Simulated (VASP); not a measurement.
# Ni7Ge4 (P-6m2) in VASP: further runs, part 2 of 2

VASP 6.6.1. Earlier steps stand in the parts before.

## Step 3: Relaxation of shape and atoms at fixed volume, PBEsol (10.57 Å³/atom)

This run uses another cell than the first one, of 10.57 Å³/atom.

The input, INCAR:

```
PREC = Accurate ; ENCUT = 600
EDIFF = 1E-7 ; ISMEAR = 0
SIGMA = 0.1 ; LREAL = F
LASPH = T ; NELM = 60
ALGO = Fast ; ISIF = 4
LWAVE = F ; LCHARG = F
GGA = PS ; IBRION = 2
NSW = 50 ; EDIFFG = -0.01
```

The input, KPOINTS:

```
regular mesh
0
Gamma
  12 12 4
```

The input, POSCAR:

```
Ni7Ge4
1.0
    3.7778784522      0.0000000000      0.0000000000
   -1.8889392261      3.2717387120      0.0000000000
    0.0000000000      0.0000000000      9.4058928079
Ni Ge
7 4
Direct
    0.0000000000      0.0000000000      0.3735194906
    0.0000000000      0.0000000000      0.8788435805
    0.0000000000      0.0000000000      0.1211564195
    0.0000000000      0.0000000000      0.6264805094
    0.6666666667      0.3333333333      0.5000000000
    0.3333333333      0.6666666667      0.2480321622
    0.3333333333      0.6666666667      0.7519678378
    0.6666666667      0.3333333333      0.2352675598
    0.6666666667      0.3333333333      0.7647324402
    0.3333333333      0.6666666667      0.0000000000
    0.3333333333      0.6666666667      0.5000000000
```

Potentials or basis: VASP PAW PBE potentials, release 64 (Ni, Ge_d).

Command:

```sh
cat potpaw_PBE.64/Ni/POTCAR potpaw_PBE.64/Ge_d/POTCAR > POTCAR
mpirun -np 1 vasp_std > vasp.out
```

OUTCAR:

```text
PREC = Accurate
   ENCUT = 600
   EDIFF = 1E-7
   ISMEAR = 0
   LREAL = F
   LASPH = T
   NELM = 60
   ISIF = 4
   GGA = PS
   IBRION = 2
   NSW = 50
   EDIFFG = -0.01

 ion  position               nearest neighbor table
   1  0.000  0.000  0.374-   3 2.37   4 2.38   6 2.48   6 2.48   6 2.48  11 2.48   5 2.48   5 2.48
                            11 2.48   5 2.48  11 2.48   8 2.54   8 2.54   8 2.54
   2  0.000  0.000  0.879-   3 2.28   4 2.37   9 2.43   9 2.43   9 2.43  10 2.46  10 2.46  10 2.46
                             7 2.49   7 2.49   7 2.49
   3  0.000  0.000  0.121-   2 2.28   1 2.37   8 2.43   8 2.43   8 2.43  10 2.46  10 2.46  10 2.46
                             6 2.49   6 2.49   6 2.49
   4  0.000  0.000  0.626-   2 2.37   1 2.38   7 2.48   7 2.48   7 2.48  11 2.48   5 2.48   5 2.48
                            11 2.48   5 2.48  11 2.48   9 2.54   9 2.54   9 2.54
   5  0.667  0.333  0.500-  11 2.18  11 2.18  11 2.18   1 2.48   4 2.48   1 2.48   4 2.48   1 2.48
                             4 2.48   8 2.49   9 2.49
   6  0.333  0.667  0.248-   8 2.18   8 2.18   8 2.18  10 2.33  11 2.37   1 2.48   1 2.48   1 2.48
                             3 2.49   3 2.49   3 2.49
   7  0.333  0.667  0.752-   9 2.18   9 2.18   9 2.18  10 2.33  11 2.37   4 2.48   4 2.48   4 2.48
                             2 2.49   2 2.49   2 2.49
   8  0.667  0.333  0.235-   6 2.18   6 2.18   6 2.18   3 2.43   3 2.43   3 2.43   5 2.49   1 2.54
                             1 2.54   1 2.54
   9  0.667  0.333  0.765-   7 2.18   7 2.18   7 2.18   2 2.43   2 2.43   2 2.43   5 2.49   4 2.54
                             4 2.54   4 2.54
[... 217 lines left out ...]
  Total       23.7906484     23.7906484     22.9532663      0.0000000     -0.0000000     -0.0000000
  in kB      327.8613648    327.8613648    316.3213155      0.0000000     -0.0000000     -0.0000000
  external PRESSURE =     324.0146817 kB  Pullay stress =       0.0000000 kB
[... 257 lines left out ...]
--------------------------------------- Ionic step        7  -------------------------------------------

 number of electron     126.0000007 magnetization

 Free energy of the ion-electron system (eV)
  ---------------------------------------------------
  ext. energy  EPLUGINS =         0.00000000
  ---------------------------------------------------
  free energy    TOTEN  =       -64.91894723 eV

  energy without entropy =      -64.89210744  energy(sigma->0) =      -64.90552733

 E-fermi :  11.6575     XC(G=0): -13.9527

 val. band max:       11.6560003243   @ k =   0.2500   0.2500   0.0000
 cond. band min:      11.6801015448   @ k =   0.3333  -0.0000   0.5000
 fundamental gap:      0.0241012205
 Fermi energy:        11.6575317782

 k-point     1 :       0.0000    0.0000    0.0000
  band No.  band energies     occupation
      1     -13.3030      2.00000
      2     -13.2991      2.00000
      3     -13.2653      2.00000
      4     -13.2653      2.00000
      5     -13.2613      2.00000
      6     -13.2613      2.00000
[... 1861 lines left out ...]
     74      17.6428      0.00000
     75      18.8515      0.00000

 [... further k-points ...]

------------------------ aborting loop because EDIFF is reached ----------------------------------------

  FORCE on cell =-STRESS in cart. coord.  units (eV):
  Direction    XX          YY          ZZ          XY          YZ          ZX
  --------------------------------------------------------------------------------------
  -------------------------------------------------------------------------------------
  Total       23.3488002     23.3488002     23.3489326      0.0000000      0.0000000      0.0000000
  in kB      321.7722096    321.7722095    321.7740334      0.0000000      0.0000000      0.0000000
  external PRESSURE =     321.7728175 kB  Pullay stress =       0.0000000 kB
[... 26 lines left out ...]
  FREE ENERGIE OF THE ION-ELECTRON SYSTEM (eV)
  ---------------------------------------------------
  free  energy   TOTEN  =       -64.9189472277 eV

  energy  without entropy=      -64.8921074362  energy(sigma->0) =      -64.90552733

 reached required accuracy - stopping structural energy minimisation
```

CONTCAR:

```text
Ni7Ge4
   1.00000000000000
     3.7820761594036214    0.0000000000000000    0.0000000000000000
    -1.8910380797018107    3.2753740330549497    0.0000000000000000
    -0.0000000000000000    0.0000000000000000    9.3850252890420940
  Ni              Ge
     7     4
Direct
     0.0000000000000000    0.0000000000000000    0.3734759579969695
     0.0000000000000000    0.0000000000000000    0.8790350094876940
     0.0000000000000000    0.0000000000000000    0.1209649905123060
     1.0000000000000000    1.0000000000000000    0.6265240420030305
     0.6666666667000030    0.3333333332999970    0.5000000000000000
     0.3333333332999970    0.6666666667000030    0.2487209102007496
     0.3333333332999970    0.6666666667000030    0.7512790897992504
     0.6666666667000030    0.3333333332999970    0.2331358545831017
     0.6666666667000030    0.3333333332999970    0.7668641454168983
     0.3333333332999970    0.6666666667000030    0.0000000000000000
     0.3333333332999970    0.6666666667000030    0.5000000000000000

  0.00000000E+00  0.00000000E+00  0.00000000E+00
  0.00000000E+00  0.00000000E+00  0.00000000E+00
  0.00000000E+00  0.00000000E+00  0.00000000E+00
  0.00000000E+00  0.00000000E+00  0.00000000E+00
  0.00000000E+00  0.00000000E+00  0.00000000E+00
  0.00000000E+00  0.00000000E+00  0.00000000E+00
  0.00000000E+00  0.00000000E+00  0.00000000E+00
  0.00000000E+00  0.00000000E+00  0.00000000E+00
  0.00000000E+00  0.00000000E+00  0.00000000E+00
  0.00000000E+00  0.00000000E+00  0.00000000E+00
  0.00000000E+00  0.00000000E+00  0.00000000E+00
```

Run time: 1.7 h. Hardware: 1 thread of Oxide Virtual Turin-like, shared host; peak memory 0.55 GiB.

Results:

* Free energy: -64.9189 eV
* Energy gained by relaxing: 0.3 meV/atom
* Ionic steps: 7
* Pressure after relaxing: 32.2 GPa
* Largest force after relaxing: 0.005 eV/Å
* Band gap on the k mesh: zero (bands 63 and 64 overlap by 3.22 eV)

Forces on the atoms (eV/Å):
```
Ni   0.000  0.000  0.000
Ni   0.000  0.000  0.000
Ni   0.000  0.000  0.000
Ni   0.000  0.000  0.000
Ni   0.000  0.000  0.000
Ni   0.000  0.000  0.005
Ni   0.000  0.000 -0.005
Ge   0.000  0.000 -0.001
Ge   0.000  0.000  0.001
Ge   0.000  0.000  0.000
Ge   0.000  0.000  0.000
```

The path:
| step | energy change (eV) | largest force (eV/Å) | pressure (GPa) | volume (Å³) |
| --- | --- | --- | --- | --- |
| 1 | 0.0000 | 0.0938 | 32.40 | 116.26 |
| 2 | -0.0017 | 0.0851 | 32.28 | 116.26 |
| 3 | -0.0017 | 0.0854 | 32.27 | 116.26 |
| 4 | -0.0026 | 0.0550 | 32.24 | 116.26 |
| 5 | -0.0031 | 0.0440 | 32.17 | 116.26 |
| 6 | -0.0032 | 0.0221 | 32.15 | 116.26 |
| 7 | -0.0033 | 0.0048 | 32.18 | 116.26 |

Final structure:
```cif
data_structure
_symmetry_space_group_name_H-M 'P 1'
_symmetry_Int_Tables_number 1
_cell_length_a 3.7821
_cell_length_b 3.7821
_cell_length_c 9.3850
_cell_angle_alpha 90.000
_cell_angle_beta 90.000
_cell_angle_gamma 120.000
_cell_volume 116.26
loop_
_atom_site_label
_atom_site_type_symbol
_atom_site_fract_x
_atom_site_fract_y
_atom_site_fract_z
_atom_site_occupancy
Ni1 Ni 0.00000 0.00000 0.37348 1
Ni2 Ni 0.00000 0.00000 0.87904 1
Ni3 Ni 0.00000 0.00000 0.12096 1
Ni4 Ni 0.00000 0.00000 0.62652 1
Ni5 Ni 0.66667 0.33333 0.50000 1
Ni6 Ni 0.33333 0.66667 0.24872 1
Ni7 Ni 0.33333 0.66667 0.75128 1
Ge1 Ge 0.66667 0.33333 0.23314 1
Ge2 Ge 0.66667 0.33333 0.76686 1
Ge3 Ge 0.33333 0.66667 0.00000 1
Ge4 Ge 0.33333 0.66667 0.50000 1
```

Caveat: the PAW data sets were made with another functional, which shifts forces and pressure a little. Spin polarisation is off, so any magnetic state and its effect on volume and gap are missing.

The gap in the log of VASP goes by the Fermi energy; the results here count the filled bands.